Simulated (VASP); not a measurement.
# NaCl (I4_1md) in VASP: relaxation of cell and atoms with PBE

Aim: the relaxation of cell and atoms of NaCl with PBE.

Program: VASP 6.6.1. These are calculated values, not measurements. Logs are shortened: lines on timing, memory, paths and dates and some standing lists are left out, and cuts for length are marked.

## Step 1: The cell of the first run

It takes space group I4_1md (No. 109, tetragonal). The conventional cell has a = 3.710 Å, b = 3.710 Å, c = 13.608 Å, α = 90.00°, β = 90.00°, γ = 90.00°. Within 3.9 Å of Na (site symmetry 2mm) lie 6 Cl at 2.88 to 2.90 Å and 8 Na at 3.71 to 3.87 Å. Cl (site symmetry 2mm) has 6 Na at 2.88 to 2.90 Å and 8 Cl at 3.71 to 3.87 Å within 3.9 Å.

The cell was generated, and may not be a known phase.

## Step 2: Relaxation of cell and atoms, PBE

Contents of INCAR:

```
ALGO = Normal
EDIFF = 1E-6
EDIFFG = -0.01
ENCUT = 600
GGA = PE
IBRION = 2
ISIF = 3
ISMEAR = 0
LASPH = T
LCHARG = F
LREAL = F
LWAVE = F
NELM = 60
NSW = 100
PREC = Accurate
SIGMA = 0.02
```

Contents of KPOINTS:

```
k-points
0
Gamma
  8 8 8
```

Contents of POSCAR:

```
NaCl
1.0
   -1.8551548820      1.8551548820      6.8037732384
    1.8551548820     -1.8551548820      6.8037732384
    1.8551548820      1.8551548820     -6.8037732384
Na Cl
2 2
Direct
    0.2933023727      0.2933023727      0.0000000000
    0.0433023727      0.5433023727      0.5000000000
    0.4566976273      0.9566976273      0.5000000000
    0.7066976273      0.7066976273      0.0000000000
```

Potentials or basis: VASP PAW PBE potentials, release 64 (Na_pv, Cl).

Started as:

```console
cat potpaw_PBE.64/Na_pv/POTCAR potpaw_PBE.64/Cl/POTCAR > POTCAR
mpirun -np 1 vasp_std > vasp.out
```

OUTCAR:

```text
EDIFF = 1E-6
   EDIFFG = -0.01
   ENCUT = 600
   GGA = PE
   IBRION = 2
   ISIF = 3
   ISMEAR = 0
   LASPH = T
   LREAL = F
   NELM = 60
   NSW = 100
   PREC = Accurate

 ion  position               nearest neighbor table
   1  0.293  0.293  0.000-
   2  0.043  0.543  0.500-
   3  0.457  0.957  0.500-
   4  0.707  0.707  0.000-

  LATTYP: Found a body centered tetragonal cell.
 ALAT       =     3.7103097640
 C/A-ratio  =     3.6674960697

  Lattice vectors:

 A1 = (  -1.8551548820,   1.8551548820,   6.8037732384)
 A2 = (   1.8551548820,  -1.8551548820,   6.8037732384)
 A3 = (   1.8551548820,   1.8551548820,  -6.8037732384)

Analysis of symmetry for initial positions (statically):
=====================================================================
 Subroutine PRICEL returns:
 Original cell was already a primitive cell.

 Routine SETGRP: Setting up the symmetry group for a
 body centered tetragonal supercell.

 Subroutine GETGRP returns: Found  8 space group operations
 (whereof  4 operations were pure point group operations)
 out of a pool of 16 trial point group operations.

The static configuration has the point symmetry C_2v.
 The point group associated with its full space group is C_4v.

Analysis of symmetry for dynamics (positions and initial velocities):
=====================================================================
 Subroutine PRICEL returns:
 Original cell was already a primitive cell.

 Routine SETGRP: Setting up the symmetry group for a
 body centered tetragonal supercell.

 Subroutine GETGRP returns: Found  8 space group operations
 (whereof  4 operations were pure point group operations)
 out of a pool of 16 trial point group operations.

The dynamic configuration has the point symmetry C_2v.
 The point group associated with its full space group is C_4v.

 Subroutine INISYM returns: Found  8 space group operations
 (whereof  4 operations are pure point group operations),
 and found     1 'primitive' translations

----------------------------------------------------------------------------------------

                                     Primitive cell

  volume of cell :      93.6635

  direct lattice vectors                    reciprocal lattice vectors
    -1.855154882  1.855154882  6.803773238     0.000000000  0.269519276  0.073488634
     1.855154882 -1.855154882  6.803773238     0.269519276  0.000000000  0.073488634
     1.855154882  1.855154882 -6.803773238     0.269519276  0.269519276  0.000000000

  length of vectors
     7.292086776  7.292086776  7.292086776     0.279358585  0.279358585  0.381157815

  position of ions in fractional coordinates (direct lattice)
     0.293302373  0.293302373  0.000000000
     0.043302373  0.543302373  0.500000000
     0.456697627  0.956697627  0.500000000
     0.706697627  0.706697627  0.000000000

  ion indices of the primitive-cell ions
   primitive index   ion index
                 1           1
                 2           2
                 3           3
                 4           4

----------------------------------------------------------------------------------------

 KPOINTS: k-points

Automatic generation of k-mesh.
 Grid dimensions read from file:
 generate k-points for:    8    8    8

 Generating k-lattice:

  Cartesian coordinates                     Fractional coordinates (reciprocal lattice)
     0.000000000  0.033689909  0.009186079     0.125000000  0.000000000  0.000000000
     0.033689909  0.000000000  0.009186079     0.000000000  0.125000000  0.000000000
     0.033689909  0.033689909  0.000000000     0.000000000  0.000000000  0.125000000

  Length of vectors
     0.034919823  0.034919823  0.047644727

  Shift w.r.t. Gamma in fractional coordinates (k-lattice)
     0.000000000  0.000000000  0.000000000

 Subroutine IBZKPT returns following result:
 ===========================================

 Found     59 irreducible k-points:

 Following reciprocal coordinates:
            Coordinates               Weight
  0.000000  0.000000  0.000000      1.000000
  0.125000  0.000000 -0.000000      8.000000
  0.250000  0.000000 -0.000000      8.000000
  0.375000  0.000000 -0.000000      8.000000
  0.500000  0.000000 -0.000000      4.000000
  0.125000  0.125000 -0.000000      8.000000
[... 16 lines left out ...]
  0.250000  0.125000  0.125000     16.000000
  0.375000  0.125000  0.125000      8.000000
 [... further k-points ...]
   k-points           NKPTS =     59   k-points in BZ     NKDIM =     59   number of bands    NBANDS=     18
   number of dos      NEDOS =    301   number of ions     NIONS =      4
   total plane-waves  NPLWV = 216000
   dimension x,y,z NGX =    60 NGY =   60 NGZ =   60
   dimension x,y,z NGXF=   120 NGYF=  120 NGZF=  120
   ions per type =               2   2
   NGX,Y,Z   is equivalent  to a cutoff of  13.68, 13.68, 13.68 a.u.
   NGXF,Y,Z  is equivalent  to a cutoff of  27.36, 27.36, 27.36 a.u.
 SYSTEM =  unknown system
   PREC   = accura    normal or accurate (medium, high low for compatibility)
   ISTART =      0    job   : 0-new  1-cont  2-samecut
   ICHARG =      2    charge: 1-file 2-atom 10-const
   ISPIN  =      1    spin polarized calculation?
   LNONCOLLINEAR =      F non collinear calculations
   LSORBIT =      F    spin-orbit coupling
   LASPH  =      T    aspherical Exc in radial PAW
   ENCUT  =  600.0 eV  44.10 Ry    6.64 a.u.  14.56 14.56 14.56*2*pi/ulx,y,z
   NELM   =     60;   NELMIN=  2; NELMDL= -5     # of ELM steps
   EDIFF  = 0.1E-05   stopping-criterion for ELM
   LREAL  =      F    real-space projection
   EDIFFG = -.1E-01   stopping-criterion for IOM
   NSW    =    100    number of steps for IOM
   IBRION =      2    ionic relax: 0-MD 1-quasi-New 2-CG
   NFREE  =      1    steps in history (QN), initial steepest desc. (CG)
   ISIF   =      3    stress and relaxation
   ISYM   =      2    0-nonsym 1-usesym 2-fastsym
   POTIM  = 0.5000    time-step for ionic-motion
   TEBEG  =    0.0;   TEEND  =   0.0 temperature during run
   PSTRESS=    0.0 pullay stress
   NELECT =      28.0000    total number of electrons
   NUPDOWN=      -1.0000    fix difference up-down
   EMIN   =  10.00;   EMAX   =-10.00  energy-range for DOS
   EFERMI =   0.00;   METHOD = LEGACY
   ISMEAR =     0;   SIGMA  =   0.02  broadening in eV -4-tet -1-fermi 0-gaus
   EFERMI_NEDOS =   21; number of points for ismear=-14 and -15
   IALGO  =     38    algorithm
   IMIX   =      4    mixing-type and parameters
     AMIX     =   0.40;   BMIX     =  1.00
     AMIX_MAG =   1.60;   BMIX_MAG =  1.00
  volume/ion in A,a.u.               =      23.42       158.02
  Fermi-wavevector in a.u.,A,eV,Ry     =   1.094639  2.068567 16.302961  1.198234
  Thomas-Fermi vector in A             =   2.230947
   LORBIT       =      0    0 simple, 1 ext, 2 COOP (PROOUT), +10 PAW based schemes
   GGA     = PE    functional components
   LHFCALC =     F    Hartree Fock is set to
   AEXX    =    0.0000 exact exchange contribution
   IVDW    =     0    specifies the selected vdW correction
   LEPSILON=     F    determine dielectric tensor
   LRPA    =     F    only Hartree local field effects (RPA)
 conjugate gradient relaxation of ions
 non-spin polarized calculation
 Gauss-broadening in eV      SIGMA  =   0.02
  energy-cutoff  :      600.00
  volume of cell :       93.66
 maximum number of plane-waves:      3179
 NGX is ok and might be reduce to    60
   NGX = 29   NGY = 29   NGZ = 29

--------------------------------------- Ionic step        1  -------------------------------------------

 number of electron      27.9999996 magnetization

 Free energy of the ion-electron system (eV)
  ---------------------------------------------------
  ext. energy  EPLUGINS =         0.00000000
  ---------------------------------------------------
  free energy    TOTEN  =       -13.23056850 eV

  energy without entropy =      -13.23056850  energy(sigma->0) =      -13.23056850

------------------------ aborting loop because EDIFF is reached ----------------------------------------

  FORCE on cell =-STRESS in cart. coord.  units (eV):
  Direction    XX          YY          ZZ          XY          YZ          ZX
  --------------------------------------------------------------------------------------
  -------------------------------------------------------------------------------------
  Total       -0.0661047     -0.0661047      0.0577556      0.0000000      0.0000000      0.0000000
  in kB       -1.1307665     -1.1307665      0.9879490      0.0000000      0.0000000      0.0000000
  external PRESSURE =      -0.4245280 kB  Pullay stress =       0.0000000 kB

 VOLUME and BASIS-vectors are now :
 -----------------------------------------------------------------------------
  energy-cutoff  :      600.00
  volume of cell :       93.66
      direct lattice vectors                 reciprocal lattice vectors
    -1.855154882  1.855154882  6.803773238     0.000000000  0.269519276  0.073488634
     1.855154882 -1.855154882  6.803773238     0.269519276  0.000000000  0.073488634
     1.855154882  1.855154882 -6.803773238     0.269519276  0.269519276  0.000000000
[... 77 lines left out ...]
 POSITION                                       TOTAL-FORCE (eV/Angst)
 -----------------------------------------------------------------------------------
      0.00000      0.00000      3.99832         0.000000     -0.000000     -0.000437
      1.85104      0.00000      0.58985         0.000000     -0.000000     -0.000437
      1.85104     -0.00000      6.22709        -0.000000      0.000000      0.000437
      0.00000      0.00000      9.63556        -0.000000      0.000000      0.000437
 -----------------------------------------------------------------------------------
    total drift:                               -0.000004     -0.000004     -0.000538

  FREE ENERGIE OF THE ION-ELECTRON SYSTEM (eV)
  ---------------------------------------------------
  free  energy   TOTEN  =       -13.2307984648 eV

  energy  without entropy=      -13.2307984648  energy(sigma->0) =      -13.23079846

--------------------------------------- Ionic step        4  -------------------------------------------

 number of electron      27.9999996 magnetization

 Free energy of the ion-electron system (eV)
  ---------------------------------------------------
  ext. energy  EPLUGINS =         0.00000000
  ---------------------------------------------------
  free energy    TOTEN  =       -13.23081914 eV

  energy without entropy =      -13.23081914  energy(sigma->0) =      -13.23081914

 E-fermi :  -0.4090     XC(G=0):  -7.9654

 val. band max:       -0.5854062463   @ k =  -0.2500   0.2500   0.2500
 cond. band min:       3.8502407678   @ k =   0.0000   0.0000   0.0000
 fundamental gap:      4.4356470141
 Fermi energy:        -0.4090447538

 k-point     1 :       0.0000    0.0000    0.0000
  band No.  band energies     occupation
      1     -22.0201      2.00000
      2     -21.9990      2.00000
      3     -21.9990      2.00000
      4     -21.9953      2.00000
      5     -21.9685      2.00000
      6     -21.9685      2.00000
[... 10 lines left out ...]
     17       8.1999      0.00000
     18       8.9227      0.00000
[... 463 lines left out ...]
 k-point    24 :       0.3750    0.1250    0.1250
  band No.  band energies     occupation
      1     -22.0212      2.00000
      2     -22.0082      2.00000
      3     -22.0057      2.00000
      4     -21.9991      2.00000
      5     -21.9902      2.00000
      6     -21.9773      2.00000
[... 10 lines left out ...]
     17       7.6153      0.00000
     18       8.5589      0.00000

 [... further k-points ...]
[... 5 lines left out ...]
  --------------------------------------------------------------------------------------
  -------------------------------------------------------------------------------------
  Total       -0.0089146     -0.0089146      0.0033531      0.0000000      0.0000000      0.0000000
  in kB       -0.1527050     -0.1527050      0.0574372      0.0000000      0.0000000      0.0000000
  external PRESSURE =      -0.0826576 kB  Pullay stress =       0.0000000 kB

 VOLUME and BASIS-vectors are now :
 -----------------------------------------------------------------------------
  energy-cutoff  :      600.00
  volume of cell :       93.53
      direct lattice vectors                 reciprocal lattice vectors
    -1.851190110  1.851190110  6.823370947     0.000000000  0.270096517  0.073277564
     1.851190110 -1.851190110  6.823370947     0.270096517  0.000000000  0.073277564
     1.851190110  1.851190110 -6.823370947     0.270096517  0.270096517  0.000000000

 POSITION                                       TOTAL-FORCE (eV/Angst)
 -----------------------------------------------------------------------------------
      0.00000      0.00000      4.00201         0.000000      0.000000     -0.000163
      1.85119      0.00000      0.59033        -0.000000     -0.000000     -0.000163
      1.85119     -0.00000      6.23304         0.000000     -0.000000      0.000163
      1.85119      1.85119      2.82136        -0.000000      0.000000      0.000163
 -----------------------------------------------------------------------------------
    total drift:                               -0.000004     -0.000004     -0.000858

  FREE ENERGIE OF THE ION-ELECTRON SYSTEM (eV)
  ---------------------------------------------------
  free  energy   TOTEN  =       -13.2308191376 eV

  energy  without entropy=      -13.2308191376  energy(sigma->0) =      -13.23081914

 reached required accuracy - stopping structural energy minimisation
```

It took 5.6 min on 1 thread of Intel Xeon 6975P-C (Granite Rapids), shared host; peak memory 0.57 GiB.

Results:

| Property | Result |
| --- | --- |
| Free energy | -13.2308 eV |
| Relaxed volume | 23.38 Å³/atom |
| Relaxed cell | a = 7.308 Å, b = 7.308 Å, c = 7.308 Å, α = 150.65°, β = 150.65°, γ = 41.98° |
| Space group after relaxing (to 0.1 Å) | I4_1md (No. 109) |
| Energy gained by relaxing | 0.1 meV/atom |
| Ionic steps | 4 |
| Pressure after relaxing | 0.0 GPa |
| Band gap on the k mesh | 4.44 eV (least direct gap 4.63 eV) |

Step by step:
```csv
step,energy change (eV),largest force (eV/Å),pressure (GPa),volume (Å³)
1,0.0000,0.0039,-0.04,93.66
2,-0.0001,0.0027,-0.01,93.58
3,-0.0002,0.0004,0.05,93.43
4,-0.0003,0.0002,-0.01,93.53
```

Final structure:
```
CELL_PARAMETERS angstrom
-1.85119 1.85119 6.82337
1.85119 -1.85119 6.82337
1.85119 1.85119 -6.82337
ATOMIC_POSITIONS crystal
Na 0.29326 0.29326 0.00000
Na 0.04326 0.54326 0.50000
Cl 0.45674 0.95674 0.50000
Cl 0.70674 0.70674 0.00000
```

Levels at points of the mesh, in eV from the valence-band top:
| k point | band 12 | band 13 | band 14 | band 15 | band 16 | band 17 |
| --- | --- | --- | --- | --- | --- | --- |
| (0.00, 0.00, 0.00) | -0.25 | -0.19 | -0.19 | 4.44 | 6.99 | 8.79 |
| (0.50, 0.00, 0.00) | -0.49 | -0.20 | 0.00 | 6.88 | 7.36 | 8.40 |
| (0.50, 0.50, 0.00) | -1.48 | -0.58 | -0.58 | 6.61 | 6.61 | 9.27 |
| (0.50, 0.50, 0.50) | -0.39 | -0.12 | -0.12 | 5.78 | 5.78 | 9.02 |

A k mesh can miss the band edges.
